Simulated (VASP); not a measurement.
SnSe: single point with revPBE+D3(BJ)

SnSe:

```xyz
2
Lattice="0.0000 2.9968 2.9968 2.9968 0.0000 2.9968 2.9968 2.9968 0.0000" Properties=species:S:1:pos:R:3 pbc="T T T"
Sn    0.0000    0.0000    0.0000
Se    2.9968    2.9968    2.9968
```

| Quantity | Value |
| --- | --- |
| Program | VASP 6.6.1 |
| Task | single point |
| Functional | revPBE |
| Dispersion | D3(BJ) |
| Potentials or basis | VASP PAW PBE potentials, release 64 (Sn_d, Se) |
| Cutoff | 500 eV |
| k mesh | 8 × 8 × 8 |
| Occupations | gaussian, width 0.05 eV |
| Spin | no spin polarisation |
| Dipole correction | no |
| Further INCAR settings | ALGO = Normal; EDIFF = 1e-06; NBANDS = 17 |

```json
{"Pressure": "-1.4 GPa", "Band gap on the k mesh": "0.61 eV", "Dispersion energy per atom": "-0.679 eV"}
```

Levels at points of the mesh, in eV from the valence-band top:
```csv
k point,band 6,band 7,band 8,band 9,band 10,band 11,band 12,band 13,band 14,band 15
"(0.00, 0.00, 0.00)",-13.98,-5.01,-2.27,-2.27,-2.27,4.37,4.37,4.37,5.82,5.82
"(0.50, 0.00, 0.00)",-13.02,-8.13,-2.03,-2.03,0.00,0.61,1.23,1.23,8.31,10.18
"(0.50, 0.50, 0.00)",-12.73,-6.01,-5.59,-3.74,-3.74,2.98,5.42,5.42,6.06,10.42
```

It took 18 s on 1 thread of Intel(R) Xeon(R) Platinum 8259CL CPU @ 2.50GHz (Skylake/Cascade Lake), on a shared host, peak memory 0.19 GiB.

Caveat: the PAW data sets were made with another functional, which shifts forces and pressure a little; spin-orbit coupling is left out, which moves the levels of the heavy elements. A k mesh can miss the band edges.
